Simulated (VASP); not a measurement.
Write the native input for VASP 6.6.1 that does the following.

- Task: single point
- Functional: PBE
- Potentials or basis: VASP PAW PBE potentials, release 64 (Sn_d, O)
- Cutoff: 520 eV
- k mesh: 6 × 6 × 6
- Occupations: gaussian, width 0.05 eV
- Spin: no spin polarisation
- Dipole correction: no
- Further INCAR settings: ALGO = Normal; EDIFF = 1e-07; NBANDS = 64

The structure of SnO2 lies in POSCAR:

```
SnO2
1.0
    4.8172869020      0.0000000000      0.0000000000
    0.0000000000      6.2194855154      0.0000000000
    0.0000000000      0.0000000000      5.3353277256
Sn O
4 8
Direct
    0.5000000000      0.6651654903      0.7500000000
    0.0000000000      0.8348345097      0.2500000000
    0.5000000000      0.3348345097      0.2500000000
    0.0000000000      0.1651654903      0.7500000000
    0.7301204269      0.6070551965      0.0781681516
    0.2301204269      0.8929448035      0.9218318484
    0.7698795731      0.8929448035      0.5781681516
    0.2698795731      0.6070551965      0.4218318484
    0.7301204269      0.3929448035      0.5781681516
    0.2301204269      0.1070551965      0.4218318484
    0.7698795731      0.1070551965      0.0781681516
    0.2698795731      0.3929448035      0.9218318484
```

One way to write it, as run:

INCAR

```
PREC = Accurate
ENCUT = 520
EDIFF = 1E-7
ISMEAR = 0
SIGMA = 0.05
LREAL = False
LASPH = True
NELM = 100
ALGO = Normal
ISIF = 2
LWAVE = False
LCHARG = False
GGA = PE
NBANDS = 64
```

KPOINTS

```
regular mesh
0
Gamma
  6 6 6
```

Potentials or basis: VASP PAW PBE potentials, release 64 (Sn_d, O).

Run with:

```sh
$ cat potpaw_PBE.64/Sn_d/POTCAR potpaw_PBE.64/O/POTCAR > POTCAR
$ mpirun -np 1 vasp_std > vasp.out
```

It gave:

```json
{"Pressure": "-10.7 GPa", "Largest force": "0.173 eV/Å", "Band gap on the k mesh": "0.28 eV"}
```

Caveat: the cell stands under tension; spin-orbit coupling is left out, which moves the levels of the heavy elements.

Run time: 4.4 min on 1 thread of Intel(R) Xeon(R) 6975P-C (Granite Rapids), with other jobs on the host, peak memory 0.56 GiB.
